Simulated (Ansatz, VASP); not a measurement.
## Two plane-wave programs on SnO

Contents of POSCAR:

```
SnO
1.0
    3.7926488508      0.0000000000      0.0000000000
    0.0000000000      3.7926488508      0.0000000000
    0.0000000000      0.0000000000      4.7582138634
Sn O
2 2
Direct
    0.5000000000      0.0000000000      0.2410340823
    0.0000000000      0.5000000000      0.7589659177
    0.0000000000      0.0000000000      0.0000000000
    0.5000000000      0.5000000000      0.0000000000
```

The input INCAR.step1:

```
SYSTEM = SnO
  ALGO = Normal
  EDIFF = 1E-5
  ENCUT = 520
  GGA = PE
  ISIF = 2
  ISMEAR = -1
  LASPH = .True.
  LCHARG = .False.
  LREAL = .False.
  LWAVE = .True.
  NBANDS = 28
  NELM = 60
  PREC = Accurate
  SIGMA = 0.02
```

The input INCAR.step2:

```
SYSTEM = SnO
  ALGO = Normal
  EDIFF = 1E-7
  ENCUT = 520
  GGA = PE
  HFSCREEN = 0.2079
  ISIF = 2
  ISMEAR = -1
  ISTART = 1
  LASPH = .True.
  LCHARG = .False.
  LHFCALC = .True.
  LREAL = .False.
  LWAVE = .False.
  NBANDS = 28
  NELM = 60
  PREC = Accurate
  PRECFOCK = Normal
  SIGMA = 0.02
```

KPOINTS

```
k-points
0
Gamma
  4 4 2
  0 0 0
```

Input for Ansatz:

```yaml
crystal:
  lattice:
    - [3.7926488508, 0.0, 0.0]
    - [0.0, 3.7926488508, 0.0]
    - [0.0, 0.0, 4.7582138634]
  atoms:
    - { symbol: Sn, position: [0.5, 0.0, 0.2410340823] }
    - { symbol: Sn, position: [0.0, 0.5, 0.7589659177] }
    - { symbol: O, position: [0.0, 0.0, 0.0] }
    - { symbol: O, position: [0.5, 0.5, 0.0] }
kpoints:
  mp_grid: { grid: [4, 4, 2] }
hamiltonian:
  xc: hse06
scf:
  occupations: { method: fermi_dirac, width: 0.02 }
  n_extra_bands: 5
output:
  forces: true
  stress: true
  eigenvalues: true
  write_density: true
  write_potential: true
  elf: true
  volumetric_format: npy
```

Alike in both runs: task single point; functional HSE06; k mesh 4 × 4 × 2; occupations fermi-dirac, width 0.02 eV; no spin polarisation.

|  | VASP | Ansatz |
| --- | --- | --- |
| version | VASP 6.6.1 | Ansatz 0.2.0 |
| potentials or method | VASP PAW PBE potentials, release 64 (Sn_d, O) | plane waves, PAW |
| plane-wave cutoff (eV) | 520 | 420 |
| valence electrons in the cell | 40 | 40 |

VASP gave:

```
pressure (GPa)                                                : 1.2
traceless stress, the component that is largest in VASP (GPa) : -0.09
rms of the force components (eV/Å)                            : 0.035
```

Question: Which values does Ansatz return?

Answer: Pressure (GPa): 0.9; traceless stress, the component that is largest in VASP (GPa): 0.01; rms of the force components (eV/Å): 0.081.

Atom by atom the forces differ by 0.046 eV/Å (rms over components). With one functional, cell and mesh, what is left measures potentials, basis and numerics. Ansatz's warnings: stress exchange threshold loose, stress scf threshold loose.

The k mesh is coarse, so the values compare programs but aren't converged.
